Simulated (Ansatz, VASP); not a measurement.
**Two plane-wave programs on SrTiO3**

File INCAR:

```
SYSTEM = SrTiO3
PREC = Accurate
ENCUT = 520
EDIFF = 1E-7
ISMEAR = 0
SIGMA = 0.05
LREAL = .FALSE.
LASPH = .TRUE.
NELM = 100
ALGO = Normal
ISIF = 2
LWAVE = .FALSE.
LCHARG = .FALSE.
GGA = PE
NBANDS = 51
```

File KPOINTS:

```
regular mesh
0
G
  8 8 8
  0 0 0
```

File POSCAR:

```
SrTiO3
1.0
   -2.7884127246      2.8409041992      4.0256619569
    2.8409041992     -2.7884127246      4.0256619569
    2.8253545094      2.8253545094     -3.9887201722
Sr Ti O
2 2 6
Direct
    0.7500000000      0.2500000000      0.5000000000
    0.2500000000      0.7500000000      0.5000000000
    0.0000000000      0.0000000000      0.0000000000
    0.5000000000      0.5000000000      0.0000000000
    0.2500000000      0.2500000000      0.0000000000
    0.7500000000      0.7500000000      0.0000000000
    0.7280787197      0.2280787197      0.9561574394
    0.2280787197      0.2719212803      0.5000000000
    0.2719212803      0.7719212803      0.0438425606
    0.7719212803      0.7280787197      0.5000000000
```

Input for Ansatz:

```yaml
crystal:
  lattice:
    - [-2.7884127246, 2.8409041992, 4.0256619569]
    - [2.8409041992, -2.7884127246, 4.0256619569]
    - [2.8253545094, 2.8253545094, -3.9887201722]
  atoms:
    - { symbol: Sr, position: [0.75, 0.25, 0.5] }
    - { symbol: Sr, position: [0.25, 0.75, 0.5] }
    - { symbol: Ti, position: [0.0, 0.0, 0.0] }
    - { symbol: Ti, position: [0.5, 0.5, 0.0] }
    - { symbol: O, position: [0.25, 0.25, 0.0] }
    - { symbol: O, position: [0.75, 0.75, 0.0] }
    - { symbol: O, position: [0.7280787197, 0.2280787197, 0.9561574394] }
    - { symbol: O, position: [0.2280787197, 0.2719212803, 0.5] }
    - { symbol: O, position: [0.2719212803, 0.7719212803, 0.0438425606] }
    - { symbol: O, position: [0.7719212803, 0.7280787197, 0.5] }
basis:
  ecutwfc: 520.0
kpoints:
  mp_grid: { grid: [8, 8, 8] }
hamiltonian:
  xc: pbe
  pseudopotentials: { kind: paw, azcp: { folder: soft_1 } }
scf:
  occupations: { method: gaussian, width: 0.05 }
output:
  forces: true
  stress: true
  eigenvalues: true
```

Change from the starting cell: equal engineering shear yz, xz and xy +0.0133, equal normal strain along x, y and z +0.0200.

Alike in both runs: task single point; functional PBE; k mesh 8 × 8 × 8; occupations gaussian, width 0.05 eV; no spin polarisation.

|  | VASP | Ansatz |
| --- | --- | --- |
| version | VASP 6.6.1 | Ansatz 0.2.0 |
| potentials or method | VASP PAW PBE potentials, release 64 (Sr_sv, Ti_sv, O), cutoff 520 eV | scalar-relativistic, plane waves, PAW |
| valence electrons in the cell | 80 | 80 |

VASP gave:

- gap on the k mesh at the Fermi level (eV): 1.75
- least direct gap on the mesh (eV): 1.75
- pressure (GPa): -8.3
- traceless stress, the component that is largest in VASP (GPa): -1.33
- rms of the force components (eV/Å): 0.015

Problem. Which values does Ansatz return?

Solution. gap on the k mesh at the Fermi level (eV): 1.77; least direct gap on the mesh (eV): 1.78; pressure (GPa): -8.8; traceless stress, the component that is largest in VASP (GPa): -1.32; rms of the force components (eV/Å): 0.014.

Atom by atom the forces differ by 0.001 eV/Å (rms over components).
